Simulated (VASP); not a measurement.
# K (P6/mmm) in VASP: further runs

K is run at these levels: PBE; tasks: single point.

All numbers are computed with VASP 6.6.1; they aren't measurements. Logs are shortened: lines on timing, memory, paths and dates and some standing lists are left out, and cuts for length are marked.

### 1 The cell of the first run

It takes space group P6/mmm (No. 191, hexagonal). Conventional cell: a = 7.552 Å, b = 7.552 Å, c = 4.517 Å, α = 90.00°, β = 90.00°, γ = 120.00°. Within 5.7 Å of K (site symmetry -6m2) lie 11 K at 4.36 to 4.91 Å.

The cell was built from a structure type or drawn by symmetry, and may not be a known phase.

### 2 Single point, PBE

Contents of INCAR:

```
ALGO = Fast
EDIFF = 1E-6
ENCUT = 520
GGA = PE
ISIF = 2
ISMEAR = 0
LASPH = True
LCHARG = False
LREAL = False
LWAVE = False
NBANDS = 20
NELM = 60
PREC = Accurate
SIGMA = 0.1
```

Contents of KPOINTS:

```
k-points
0
Gamma
  6 6 10
```

Contents of POSCAR:

```
K
1.0
    7.5522140013      0.0000000000      0.0000000000
   -3.7761070006      6.5404091800      0.0000000000
    0.0000000000      0.0000000000      4.5169896446
K
3
Direct
    0.0000000000      0.0000000000      0.5000000000
    0.3333333333      0.6666666667      0.0000000000
    0.6666666667      0.3333333333      0.0000000000
```

Potentials or basis: VASP PAW PBE potentials, release 64 (K_sv).

Started as:

```console
$ cat potpaw_PBE.64/K_sv/POTCAR > POTCAR
$ mpirun -np 1 vasp_std > vasp.out
```

OUTCAR:

```text
EDIFF = 1E-6
   ENCUT = 520
   GGA = PE
   ISIF = 2
   ISMEAR = 0
   LASPH = True
   LREAL = False
   NELM = 60
   PREC = Accurate

 ion  position               nearest neighbor table
   1  0.000  0.000  0.500-
   2  0.333  0.667  0.000-
   3  0.667  0.333  0.000-

  LATTYP: Found a hexagonal cell.
 ALAT       =     7.5522140013
 C/A-ratio  =     0.5981013838

  Lattice vectors:

 A1 = (   7.5522140013,   0.0000000000,   0.0000000000)
 A2 = (  -3.7761070006,   6.5404091800,   0.0000000000)
 A3 = (   0.0000000000,   0.0000000000,   4.5169896446)

Analysis of symmetry for initial positions (statically):
=====================================================================
 Subroutine PRICEL returns:
 Original cell was already a primitive cell.

 Routine SETGRP: Setting up the symmetry group for a
 hexagonal supercell.

 Subroutine GETGRP returns: Found 24 space group operations
 (whereof 24 operations were pure point group operations)
 out of a pool of 24 trial point group operations.

The static configuration has the point symmetry D_6h.

Analysis of symmetry for dynamics (positions and initial velocities):
=====================================================================
 Subroutine PRICEL returns:
 Original cell was already a primitive cell.

 Routine SETGRP: Setting up the symmetry group for a
 hexagonal supercell.

 Subroutine GETGRP returns: Found 24 space group operations
 (whereof 24 operations were pure point group operations)
 out of a pool of 24 trial point group operations.

The dynamic configuration has the point symmetry D_6h.

 Subroutine INISYM returns: Found 24 space group operations
 (whereof 24 operations are pure point group operations),
 and found     1 'primitive' translations

----------------------------------------------------------------------------------------

                                     Primitive cell

  volume of cell :     223.1148

  direct lattice vectors                    reciprocal lattice vectors
     7.552214001  0.000000000  0.000000000     0.132411502  0.076447816  0.000000000
    -3.776107001  6.540409180  0.000000000     0.000000000  0.152895633  0.000000000
     0.000000000  0.000000000  4.516989645     0.000000000  0.000000000  0.221386383

  length of vectors
     7.552214001  7.552214001  4.516989645     0.152895633  0.152895633  0.221386383

  position of ions in fractional coordinates (direct lattice)
     0.000000000  0.000000000  0.500000000
     0.333333333  0.666666667  0.000000000
     0.666666667  0.333333333  0.000000000

  ion indices of the primitive-cell ions
   primitive index   ion index
                 1           1
                 2           2
                 3           3

----------------------------------------------------------------------------------------

 KPOINTS: k-points

Automatic generation of k-mesh.
 Grid dimensions read from file:
 generate k-points for:    6    6   10

 Generating k-lattice:

  Cartesian coordinates                     Fractional coordinates (reciprocal lattice)
     0.022068584  0.012741303  0.000000000     0.166666667  0.000000000  0.000000000
     0.000000000  0.025482605  0.000000000     0.000000000  0.166666667  0.000000000
     0.000000000  0.000000000  0.022138638     0.000000000  0.000000000  0.100000000

  Length of vectors
     0.025482605  0.025482605  0.022138638

  Shift w.r.t. Gamma in fractional coordinates (k-lattice)
     0.000000000  0.000000000  0.000000000

 Subroutine IBZKPT returns following result:
 ===========================================

 Found     42 irreducible k-points:

 Following reciprocal coordinates:
            Coordinates               Weight
  0.000000  0.000000  0.000000      1.000000
  0.166667  0.000000  0.000000      6.000000
  0.333333 -0.000000  0.000000      6.000000
  0.500000 -0.000000  0.000000      3.000000
  0.166667  0.166667  0.000000      6.000000
  0.333333  0.166667  0.000000     12.000000
[... 16 lines left out ...]
  0.166667  0.000000  0.300000     12.000000
  0.333333 -0.000000  0.300000     12.000000
 [... further k-points ...]
   k-points           NKPTS =     42   k-points in BZ     NKDIM =     42   number of bands    NBANDS=     20
   number of dos      NEDOS =    301   number of ions     NIONS =      3
   total plane-waves  NPLWV = 112896
   dimension x,y,z NGX =    56 NGY =   56 NGZ =   36
   dimension x,y,z NGXF=   112 NGYF=  112 NGZF=   72
   ions per type =               3
   NGX,Y,Z   is equivalent  to a cutoff of  12.33, 12.33, 13.25 a.u.
   NGXF,Y,Z  is equivalent  to a cutoff of  24.65, 24.65, 26.50 a.u.
 SYSTEM =  unknown system
   PREC   = accura    normal or accurate (medium, high low for compatibility)
   ISTART =      0    job   : 0-new  1-cont  2-samecut
   ICHARG =      2    charge: 1-file 2-atom 10-const
   ISPIN  =      1    spin polarized calculation?
   LNONCOLLINEAR =      F non collinear calculations
   LSORBIT =      F    spin-orbit coupling
   LASPH  =      T    aspherical Exc in radial PAW
   ENCUT  =  520.0 eV  38.22 Ry    6.18 a.u.  14.04 14.04  8.40*2*pi/ulx,y,z
   NELM   =     60;   NELMIN=  2; NELMDL= -5     # of ELM steps
   EDIFF  = 0.1E-05   stopping-criterion for ELM
   LREAL  =      F    real-space projection
   EDIFFG = 0.1E-04   stopping-criterion for IOM
   NSW    =      0    number of steps for IOM
   IBRION =     -1    ionic relax: 0-MD 1-quasi-New 2-CG
   NFREE  =      0    steps in history (QN), initial steepest desc. (CG)
   ISIF   =      2    stress and relaxation
   ISYM   =      2    0-nonsym 1-usesym 2-fastsym
   POTIM  = 0.5000    time-step for ionic-motion
   TEBEG  =    0.0;   TEEND  =   0.0 temperature during run
   PSTRESS=    0.0 pullay stress
   NELECT =      27.0000    total number of electrons
   NUPDOWN=      -1.0000    fix difference up-down
   EMIN   =  10.00;   EMAX   =-10.00  energy-range for DOS
   EFERMI =   0.00;   METHOD = LEGACY
   ISMEAR =     0;   SIGMA  =   0.10  broadening in eV -4-tet -1-fermi 0-gaus
   EFERMI_NEDOS =   21; number of points for ismear=-14 and -15
   IALGO  =     68    algorithm
   IMIX   =      4    mixing-type and parameters
     AMIX     =   0.40;   BMIX     =  1.00
     AMIX_MAG =   1.60;   BMIX_MAG =  1.00
  volume/ion in A,a.u.               =      74.37       501.88
  Fermi-wavevector in a.u.,A,eV,Ry     =   0.809754  1.530214  8.921370  0.655702
  Thomas-Fermi vector in A             =   1.918804
   LORBIT       =      0    0 simple, 1 ext, 2 COOP (PROOUT), +10 PAW based schemes
   GGA     = PE    functional components
   LHFCALC =     F    Hartree Fock is set to
   AEXX    =    0.0000 exact exchange contribution
   IVDW    =     0    specifies the selected vdW correction
   LEPSILON=     F    determine dielectric tensor
   LRPA    =     F    only Hartree local field effects (RPA)
 non-spin polarized calculation
 RMM-DIIS sequential band-by-band and
 Gauss-broadening in eV      SIGMA  =   0.10
  energy-cutoff  :      520.00
  volume of cell :      223.11
 maximum number of plane-waves:      6048
   NGX = 29   NGY = 29   NGZ = 17

 number of electron      26.9999999 magnetization

 Free energy of the ion-electron system (eV)
  ---------------------------------------------------
  ext. energy  EPLUGINS =         0.00000000
  ---------------------------------------------------
  free energy    TOTEN  =        -3.11638391 eV

  energy without entropy =       -3.10436724  energy(sigma->0) =       -3.11037558

 E-fermi :  -0.1458     XC(G=0):  -5.6233

 val. band max:       -0.1869446447   @ k =   0.1667   0.0000   0.5000
 cond. band min:      -0.1455149107   @ k =   0.1667   0.1667   0.0000
 fundamental gap:      0.0414297340
 Fermi energy:        -0.1457915724

 k-point     1 :       0.0000    0.0000    0.0000
  band No.  band energies     occupation
      1     -32.3225      2.00000
      2     -32.3172      2.00000
      3     -32.2297      2.00000
      4     -15.8296      2.00000
      5     -15.8296      2.00000
      6     -15.7832      2.00000
[... 12 lines left out ...]
     19       1.5349      0.00000
     20       3.5836      0.00000

 k-point     2 :       0.1667    0.0000    0.0000
  band No.  band energies     occupation
      1     -32.3221      2.00000
      2     -32.3175      2.00000
      3     -32.2297      2.00000
      4     -15.8314      2.00000
      5     -15.8278      2.00000
      6     -15.7840      2.00000
[... 12 lines left out ...]
     19       2.1616      0.00000
     20       3.6312      0.00000

 k-point     3 :       0.3333   -0.0000    0.0000
  band No.  band energies     occupation
      1     -32.3213      2.00000
      2     -32.3183      2.00000
      3     -32.2297      2.00000
      4     -15.8347      2.00000
      5     -15.8222      2.00000
      6     -15.7886      2.00000
[... 12 lines left out ...]
     19       2.8599      0.00000
     20       3.4695      0.00000

 k-point     4 :       0.5000   -0.0000    0.0000
  band No.  band energies     occupation
      1     -32.3207      2.00000
      2     -32.3189      2.00000
      3     -32.2297      2.00000
      4     -15.8362      2.00000
      5     -15.8172      2.00000
      6     -15.7935      2.00000
[... 12 lines left out ...]
     19       2.9199      0.00000
     20       3.1065      0.00000

 k-point     5 :       0.1667    0.1667    0.0000
  band No.  band energies     occupation
      1     -32.3216      2.00000
      2     -32.3180      2.00000
      3     -32.2297      2.00000
      4     -15.8336      2.00000
      5     -15.8241      2.00000
      6     -15.7875      2.00000
[... 12 lines left out ...]
     19       2.6952      0.00000
     20       3.4492      0.00000
[... 353 lines left out ...]
      6     -15.8046      2.00000
[... 12 lines left out ...]
     19       2.7853      0.00000
     20       2.8003      0.00000

 k-point    22 :       0.0000    0.0000    0.3000
  band No.  band energies     occupation
      1     -32.3210      2.00000
      2     -32.3158      2.00000
      3     -32.2282      2.00000
      4     -15.8257      2.00000
      5     -15.8257      2.00000
      6     -15.8132      2.00000
[... 12 lines left out ...]
     19       2.4600      0.00000
     20       2.8539      0.00000

 k-point    23 :       0.1667    0.0000    0.3000
  band No.  band energies     occupation
      1     -32.3207      2.00000
      2     -32.3161      2.00000
      3     -32.2282      2.00000
      4     -15.8270      2.00000
      5     -15.8236      2.00000
      6     -15.8127      2.00000
[... 12 lines left out ...]
     19       2.7966      0.00000
     20       3.0308      0.00000

 k-point    24 :       0.3333   -0.0000    0.3000
  band No.  band energies     occupation
      1     -32.3199      2.00000
      2     -32.3169      2.00000
      3     -32.2282      2.00000
      4     -15.8294      2.00000
      5     -15.8185      2.00000
      6     -15.8113      2.00000
[... 12 lines left out ...]
     19       2.4096      0.00000
     20       3.0189      0.00000

 [... further k-points ...]

------------------------ aborting loop because EDIFF is reached ----------------------------------------

  FORCE on cell =-STRESS in cart. coord.  units (eV):
  Direction    XX          YY          ZZ          XY          YZ          ZX
  --------------------------------------------------------------------------------------
  -------------------------------------------------------------------------------------
  Total       -0.0273477     -0.0273477     -0.0079107     -0.0000000      0.0000000      0.0000000
  in kB       -0.1963828     -0.1963828     -0.0568064     -0.0000000      0.0000000      0.0000000
  external PRESSURE =      -0.1498573 kB  Pullay stress =       0.0000000 kB

 VOLUME and BASIS-vectors are now :
 -----------------------------------------------------------------------------
  energy-cutoff  :      520.00
  volume of cell :      223.11
      direct lattice vectors                 reciprocal lattice vectors
     7.552214001  0.000000000  0.000000000     0.132411502  0.076447816  0.000000000
    -3.776107001  6.540409180  0.000000000     0.000000000  0.152895633  0.000000000
     0.000000000  0.000000000  4.516989645     0.000000000  0.000000000  0.221386383

 POSITION                                       TOTAL-FORCE (eV/Angst)
 -----------------------------------------------------------------------------------
      0.00000      0.00000      2.25849         0.000000      0.000000      0.000000
     -0.00000      4.36027      0.00000         0.000000     -0.000000     -0.000000
      3.77611      2.18014      0.00000        -0.000000      0.000000      0.000000
 -----------------------------------------------------------------------------------
    total drift:                                0.000000     -0.000000     -0.000000

  FREE ENERGIE OF THE ION-ELECTRON SYSTEM (eV)
  ---------------------------------------------------
  free  energy   TOTEN  =        -3.1163839085 eV

  energy  without entropy=       -3.1043672441  energy(sigma->0) =       -3.11037558
```

It took 4.6 min on 1 thread of Intel Xeon Platinum 8375C at 2.90GHz (Ice Lake), shared host; peak memory 0.39 GiB.

Results:

```
Free energy            : -3.1164 eV
Pressure               : 0.0 GPa
Band gap on the k mesh : zero (an odd number of electrons rules out a gap without spin polarisation)
```

Levels at points of the mesh, in eV from the Fermi level:
```tsv
k point	band 9	band 10	band 11	band 12	band 13	band 14	band 15	band 16	band 17	band 18
(0.00, 0.00, 0.00)	-15.62	-15.56	-15.56	-15.54	-2.14	1.15	1.15	1.16	1.16	1.47
(0.50, 0.00, 0.00)	-15.63	-15.56	-15.56	-15.54	-1.16	-1.16	0.42	0.65	2.70	2.82
(0.00, 0.00, 0.50)	-15.63	-15.60	-15.56	-15.56	-0.25	-0.12	1.81	1.81	1.90	1.90
(0.50, 0.00, 0.50)	-15.63	-15.59	-15.56	-15.56	0.51	0.54	0.67	0.70	1.55	1.86
```

### 3 Single point, PBE (76.60 Å³/atom)

This run uses another cell than the first one, of 76.60 Å³/atom.

Contents of INCAR:

```
SYSTEM = K
ALGO     = Fast           ! electronic algorithm
EDIFF    = 1E-7           ! SCF threshold, eV
ENCUT    = 520            ! plane-wave cutoff, eV
GGA      = PE             ! functional
ISIF     = 2              ! what is computed and relaxed
ISMEAR   = 0              ! smearing method
LASPH    = .True.         ! aspherical terms in the spheres
LCHARG   = .False.        ! write CHGCAR
LREAL    = .False.        ! projectors in reciprocal space
LWAVE    = .False.        ! write WAVECAR
NBANDS   = 20             ! bands
NELM     = 60             ! most SCF steps
PREC     = Accurate       ! precision mode
SIGMA    = 0.1            ! smearing width, eV
```

Contents of KPOINTS:

```
k-points
0
Gamma
  6 6 10
  0 0 0
```

Contents of POSCAR:

```
K
1.0
    7.6269932606      0.0000000000      0.0000000000
   -3.8134966303      6.6051699182      0.0000000000
    0.0000000000      0.0000000000      4.5617152230
K
3
Direct
    0.0000000000      0.0000000000      0.5000000000
    0.3333333333      0.6666666667      0.0000000000
    0.6666666667      0.3333333333      0.0000000000
```

Potentials or basis: VASP PAW PBE potentials, release 64 (K_sv).

Started as:

```console
$ cat potpaw_PBE.64/K_sv/POTCAR > POTCAR
$ mpirun -np 1 vasp_std > vasp.out
```

Wall time 6.6 min (1 thread of Intel Xeon Platinum 8375C at 2.90GHz (Ice Lake), shared host); peak memory 0.41 GiB.

Results (log left out):

```yaml
Free_energy: -3.1142 eV
Pressure: -0.1 GPa
Band_gap_on_the_k_mesh: zero (an odd number of electrons rules out a gap without spin polarisation)
```

Levels at points of the mesh, in eV from the Fermi level:
```
           k point  band 11  band 12  band 13  band 14  band 15  band 16
(0.00, 0.00, 0.00)   -15.58   -15.57    -2.10     1.14     1.14     1.15
(0.50, 0.00, 0.00)   -15.58   -15.57    -1.14    -1.14     0.42     0.63
(0.00, 0.00, 0.50)   -15.58   -15.58    -0.25    -0.12     1.82     1.82
(0.50, 0.00, 0.50)   -15.58   -15.58     0.52     0.53     0.66     0.68
```
